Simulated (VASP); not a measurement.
# LiCl (Fm-3m) in VASP: further runs, part 2 of 2

VASP 6.6.1. Earlier steps stand in the parts before.

### Step 3. Relaxation of cell and atoms, PBE+D3(BJ)

This run uses another cell than the first one, of 17.08 Å³/atom.

File INCAR:

```
SYSTEM = LiCl
PREC = Accurate
ENCUT = 600
EDIFF = 1E-6
ISMEAR = 0
SIGMA = 0.02
LREAL = .False.
LASPH = .True.
NELM = 100
ALGO = Normal
ISIF = 3
LWAVE = .False.
LCHARG = .False.
GGA = PE
IVDW = 12
IBRION = 2
NSW = 70
EDIFFG = -0.005
```

File KPOINTS:

```
Automatic mesh
0
Gamma
  8 8 8
  0 0 0
```

File POSCAR:

```
LiCl
1.0
    0.0000000000      2.5751358841      2.5751358841
    2.5751358841      0.0000000000      2.5751358841
    2.5751358841      2.5751358841      0.0000000000
Li Cl
1 1
Direct
    0.0000000000      0.0000000000      0.0000000000
    0.5000000000      0.5000000000      0.5000000000
```

Potentials or basis: VASP PAW PBE potentials, release 64 (Li_sv, Cl).

Run with:

```console
$ cat potpaw_PBE.64/Li_sv/POTCAR potpaw_PBE.64/Cl/POTCAR > POTCAR
$ mpirun -np 1 vasp_std > vasp.out
```

OUTCAR:

```text
SYSTEM = LiCl
   PREC = Accurate
   ENCUT = 600
   EDIFF = 1E-6
   ISMEAR = 0
   LREAL = .False.
   LASPH = .True.
   NELM = 100
   ISIF = 3
   GGA = PE
   IVDW = 12
   IBRION = 2
   NSW = 70
   EDIFFG = -0.005
 IVDW          = 12

 ion  position               nearest neighbor table
   1  0.000  0.000  0.000-   2 2.58   2 2.58   2 2.58   2 2.58   2 2.58   2 2.58
   2  0.500  0.500  0.500-   1 2.58   1 2.58   1 2.58   1 2.58   1 2.58   1 2.58

  LATTYP: Found a face centered cubic cell.
 ALAT       =     5.1502717682

  Lattice vectors:

 A1 = (   0.0000000000,   2.5751358841,   2.5751358841)
 A2 = (   2.5751358841,   0.0000000000,   2.5751358841)
 A3 = (   2.5751358841,   2.5751358841,   0.0000000000)

Analysis of symmetry for initial positions (statically):
=====================================================================
 Subroutine PRICEL returns:
 Original cell was already a primitive cell.

 Routine SETGRP: Setting up the symmetry group for a
 face centered cubic supercell.

 Subroutine GETGRP returns: Found 48 space group operations
 (whereof 48 operations were pure point group operations)
 out of a pool of 48 trial point group operations.

The static configuration has the point symmetry O_h .

Analysis of symmetry for dynamics (positions and initial velocities):
=====================================================================
 Subroutine PRICEL returns:
 Original cell was already a primitive cell.

 Routine SETGRP: Setting up the symmetry group for a
 face centered cubic supercell.

 Subroutine GETGRP returns: Found 48 space group operations
 (whereof 48 operations were pure point group operations)
 out of a pool of 48 trial point group operations.

The dynamic configuration has the point symmetry O_h .

 Subroutine INISYM returns: Found 48 space group operations
 (whereof 48 operations are pure point group operations),
 and found     1 'primitive' translations

----------------------------------------------------------------------------------------

                                     Primitive cell

  volume of cell :      34.1531

  direct lattice vectors                    reciprocal lattice vectors
     0.000000000  2.575135884  2.575135884    -0.194164511  0.194164511  0.194164511
     2.575135884  0.000000000  2.575135884     0.194164511 -0.194164511  0.194164511
     2.575135884  2.575135884  0.000000000     0.194164511  0.194164511 -0.194164511

  length of vectors
     3.641792092  3.641792092  3.641792092     0.336302798  0.336302798  0.336302798

  position of ions in fractional coordinates (direct lattice)
     0.000000000  0.000000000  0.000000000
     0.500000000  0.500000000  0.500000000

  ion indices of the primitive-cell ions
   primitive index   ion index
                 1           1
                 2           2

----------------------------------------------------------------------------------------

 KPOINTS: Automatic mesh

Automatic generation of k-mesh.
 Grid dimensions read from file:
 generate k-points for:    8    8    8

 Generating k-lattice:

  Cartesian coordinates                     Fractional coordinates (reciprocal lattice)
    -0.024270564  0.024270564  0.024270564     0.125000000  0.000000000  0.000000000
     0.024270564 -0.024270564  0.024270564     0.000000000  0.125000000  0.000000000
     0.024270564  0.024270564 -0.024270564     0.000000000  0.000000000  0.125000000

  Length of vectors
     0.042037850  0.042037850  0.042037850

  Shift w.r.t. Gamma in fractional coordinates (k-lattice)
     0.000000000  0.000000000  0.000000000

 Subroutine IBZKPT returns following result:
 ===========================================

 Found     29 irreducible k-points:

 Following reciprocal coordinates:
            Coordinates               Weight
  0.000000  0.000000  0.000000      1.000000
  0.125000  0.000000  0.000000      8.000000
  0.250000  0.000000  0.000000      8.000000
  0.375000  0.000000  0.000000      8.000000
  0.500000  0.000000  0.000000      4.000000
  0.125000  0.125000  0.000000      6.000000
[... 16 lines left out ...]
  0.500000  0.250000  0.125000     48.000000
 -0.375000  0.250000  0.125000     24.000000
 [... further k-points ...]
   k-points           NKPTS =     29   k-points in BZ     NKDIM =     29   number of bands    NBANDS=      9
   number of dos      NEDOS =    301   number of ions     NIONS =      2
   total plane-waves  NPLWV =  27000
   dimension x,y,z NGX =    30 NGY =   30 NGZ =   30
   dimension x,y,z NGXF=    60 NGYF=   60 NGZF=   60
   ions per type =               1   1
   NGX,Y,Z   is equivalent  to a cutoff of  13.69, 13.69, 13.69 a.u.
   NGXF,Y,Z  is equivalent  to a cutoff of  27.39, 27.39, 27.39 a.u.
 SYSTEM =  LiCl
   PREC   = accura    normal or accurate (medium, high low for compatibility)
   ISTART =      0    job   : 0-new  1-cont  2-samecut
   ICHARG =      2    charge: 1-file 2-atom 10-const
   ISPIN  =      1    spin polarized calculation?
   LNONCOLLINEAR =      F non collinear calculations
   LSORBIT =      F    spin-orbit coupling
   LASPH  =      T    aspherical Exc in radial PAW
   ENCUT  =  600.0 eV  44.10 Ry    6.64 a.u.   7.27  7.27  7.27*2*pi/ulx,y,z
   NELM   =    100;   NELMIN=  2; NELMDL= -5     # of ELM steps
   EDIFF  = 0.1E-05   stopping-criterion for ELM
   LREAL  =      F    real-space projection
   EDIFFG = -.5E-02   stopping-criterion for IOM
   NSW    =     70    number of steps for IOM
   IBRION =      2    ionic relax: 0-MD 1-quasi-New 2-CG
   NFREE  =      1    steps in history (QN), initial steepest desc. (CG)
   ISIF   =      3    stress and relaxation
   ISYM   =      2    0-nonsym 1-usesym 2-fastsym
   POTIM  = 0.5000    time-step for ionic-motion
   TEBEG  =    0.0;   TEEND  =   0.0 temperature during run
   PSTRESS=    0.0 pullay stress
   NELECT =      10.0000    total number of electrons
   NUPDOWN=      -1.0000    fix difference up-down
   EMIN   =  10.00;   EMAX   =-10.00  energy-range for DOS
   EFERMI =   0.00;   METHOD = LEGACY
   ISMEAR =     0;   SIGMA  =   0.02  broadening in eV -4-tet -1-fermi 0-gaus
   EFERMI_NEDOS =   21; number of points for ismear=-14 and -15
   IALGO  =     38    algorithm
   IMIX   =      4    mixing-type and parameters
     AMIX     =   0.40;   BMIX     =  1.00
     AMIX_MAG =   1.60;   BMIX_MAG =  1.00
  volume/ion in A,a.u.               =      17.08       115.24
  Fermi-wavevector in a.u.,A,eV,Ry     =   1.087088  2.054298 16.078824  1.181760
  Thomas-Fermi vector in A             =   2.223239
   LORBIT       =      0    0 simple, 1 ext, 2 COOP (PROOUT), +10 PAW based schemes
   GGA     = PE    functional components
   LHFCALC =     F    Hartree Fock is set to
   AEXX    =    0.0000 exact exchange contribution
   IVDW    =    12    specifies the selected vdW correction
   LEPSILON=     F    determine dielectric tensor
   LRPA    =     F    only Hartree local field effects (RPA)
 conjugate gradient relaxation of ions
 non-spin polarized calculation
 Gauss-broadening in eV      SIGMA  =   0.02
  energy-cutoff  :      600.00
  volume of cell :       34.15
 maximum number of plane-waves:      1158
 NGX is ok and might be reduce to    30
   NGX = 15   NGY = 15   NGZ = 15

--------------------------------------- Ionic step        1  -------------------------------------------

 number of electron      10.0000007 magnetization

 Free energy of the ion-electron system (eV)
  ---------------------------------------------------
  ext. energy  EPLUGINS =         0.00000000
  ---------------------------------------------------
  free energy    TOTEN  =        -7.38591993 eV

  energy without entropy =       -7.38591993  energy(sigma->0) =       -7.38591993

 E-fermi :   0.7434     XC(G=0):  -8.6785

 val. band max:        0.4888320290   @ k =   0.0000   0.0000   0.0000
 cond. band min:       6.7603160671   @ k =   0.0000   0.0000   0.0000
 fundamental gap:      6.2714840381
 Fermi energy:         0.7434368867

 k-point     1 :       0.0000    0.0000    0.0000
  band No.  band energies     occupation
      1     -43.0539      2.00000
      2     -12.8653      2.00000
      3       0.4888      2.00000
      4       0.4888      2.00000
      5       0.4888      2.00000
      6       6.7603      0.00000
      7      12.4172      0.00000
      8      12.4172      0.00000
      9      12.4172      0.00000
[... 393 lines left out ...]
  energy  without entropy=       -7.8481494306  energy(sigma->0) =       -7.84814943

--------------------------------------- Ionic step        4  -------------------------------------------

 number of electron       9.9999994 magnetization

 Free energy of the ion-electron system (eV)
  ---------------------------------------------------
  ext. energy  EPLUGINS =         0.00000000
  ---------------------------------------------------
  free energy    TOTEN  =        -7.36965631 eV

  energy without entropy =       -7.36965631  energy(sigma->0) =       -7.36965631

 E-fermi :   1.1266     XC(G=0):  -8.9864

 val. band max:        1.0354274444   @ k =   0.0000   0.0000   0.0000
 cond. band min:       7.7268026480   @ k =   0.0000   0.0000   0.0000
 fundamental gap:      6.6913752035
 Fermi energy:         1.1266384997

 k-point     1 :       0.0000    0.0000    0.0000
  band No.  band energies     occupation
      1     -42.3891      2.00000
      2     -12.5769      2.00000
      3       1.0354      2.00000
      4       1.0354      2.00000
      5       1.0354      2.00000
      6       7.7268      0.00000
      7      13.0182      0.00000
      8      13.0182      0.00000
      9      13.0182      0.00000
[... 309 lines left out ...]
  FREE ENERGIE OF THE ION-ELECTRON SYSTEM (eV)
  ---------------------------------------------------
  free  energy   TOTEN  =        -7.8482271394 eV

  energy  without entropy=       -7.8482271394  energy(sigma->0) =       -7.84822714

 reached required accuracy - stopping structural energy minimisation
```

CONTCAR:

```text
LiCl
   1.00000000000000
     0.0000000000000000    2.5151336079619693    2.5151336079619693
     2.5151336079619693   -0.0000000000000000    2.5151336079619693
     2.5151336079619693    2.5151336079619693   -0.0000000000000000
  Li              Cl
     1     1
Direct
     1.0000000000000000    1.0000000000000000    0.0000000000000000
     0.5000000000000000    0.5000000000000000    0.5000000000000000

  0.00000000E+00  0.00000000E+00  0.00000000E+00
  0.00000000E+00  0.00000000E+00  0.00000000E+00
```

Wall time 54 s (1 thread of Intel Xeon 8259CL, shared host); peak memory 0.18 GiB.

Results:

```yaml
Free_energy: -7.8482 eV
Relaxed_volume: 15.91 Å³/atom
Relaxed_cell: a = 3.557 Å, b = 3.557 Å, c = 3.557 Å, α = 60.00°, β = 60.00°, γ = 60.00°
Space_group_after_relaxing_to_0.1_Å: Fm-3m (No. 225)
Energy_gained_by_relaxing: 8.7 meV/atom
Ionic_steps: 4
Pressure_after_relaxing: 0.0 GPa
Band_gap_on_the_k_mesh: 6.69 eV
Dispersion_energy_per_atom: -0.239 eV
```

Step by step:
| step | energy change (eV) | largest force (eV/Å) | pressure (GPa) | volume (Å³) |
| --- | --- | --- | --- | --- |
| 1 | 0.0000 | 0.0000 | -2.25 | 34.15 |
| 2 | -0.0129 | 0.0000 | -1.23 | 32.98 |
| 3 | -0.0174 | 0.0000 | -0.17 | 31.97 |
| 4 | -0.0175 | 0.0000 | 0.01 | 31.82 |

Final structure:
```
Li Cl
1.0
     0.00000    2.51513    2.51513
     2.51513    0.00000    2.51513
     2.51513    2.51513    0.00000
Li Cl
1 1
Direct
  0.00000 0.00000 0.00000
  0.50000 0.50000 0.50000
```

Levels at points of the mesh, in eV from the valence-band top:
| k point | band 1 | band 2 | band 3 | band 4 | band 5 | band 6 | band 7 | band 8 | band 9 |
| --- | --- | --- | --- | --- | --- | --- | --- | --- | --- |
| (0.00, 0.00, 0.00) | -43.42 | -13.61 | 0.00 | 0.00 | 0.00 | 6.69 | 11.98 | 11.98 | 11.98 |
| (0.50, 0.00, 0.00) | -43.42 | -12.96 | -3.06 | -0.28 | -0.28 | 6.82 | 9.52 | 9.52 | 13.60 |
| (0.50, 0.50, 0.00) | -43.42 | -12.67 | -3.17 | -1.21 | -1.21 | 8.01 | 8.20 | 12.95 | 14.58 |

Caveat: the cutoff is under 1.25 times the usual one of these potentials, so pressure, stress and relaxed cells hold a basis-set (Pulay) error. A k mesh can miss the band edges.
